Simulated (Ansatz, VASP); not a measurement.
## Nb2PdSe4: VASP beside Ansatz

```
CELL_PARAMETERS angstrom
4.03508 0.00000 0.00000
0.00000 4.03508 0.00000
0.00000 0.00000 9.88117
ATOMIC_POSITIONS crystal
Nb 0.50000 0.00000 0.76450
Nb 0.00000 0.50000 0.23550
Pd 0.50000 0.50000 0.50000
Se 0.50000 0.00000 0.32801
Se 0.00000 0.50000 0.67199
Se 0.50000 0.50000 0.00000
Se 0.00000 0.00000 0.00000
```

Change from the starting cell: species swapped into the Ce2CdSb4 type (P-4m2, No. 115).

Alike in both runs: task relaxation of cell and atoms; functional PBE; k mesh 3 × 3 × 2; occupations gaussian, width 0.15 eV; no spin polarisation.

```csv
,VASP,Ansatz
version,VASP 6.6.1,Ansatz 0.2.0
potentials or method,"VASP PAW PBE potentials, release 64 (Nb_sv, Pd, Se), cutoff 600 eV","scalar-relativistic, plane waves, PAW"
valence electrons in the cell,60,108
```

VASP gave:

| Item | Value |
| --- | --- |
| gap on the k mesh at the Fermi level, each at its own relaxed structure (eV) | none |
| relaxed volume (Å³/atom) | 19.22 |
| relaxed cell length with the largest relative difference (Å) | 8.068 |

Problem. What did Ansatz give for the same quantities?

Solution. gap on the k mesh at the Fermi level, each at its own relaxed structure (eV): none; relaxed volume (Å³/atom): 19.24; relaxed cell length with the largest relative difference (Å): 8.108.

A gap of «none» marks a metal or a gap that the smearing closes. VASP's potentials hold 60 valence electrons a cell and Ansatz's 108, so a difference there can come from the potentials and not from the codes.

The k mesh is coarse, so the values compare programs but aren't converged. Noted on VASP's run: the volume moved by over 15 % at a fixed basis, so the end points are rough.
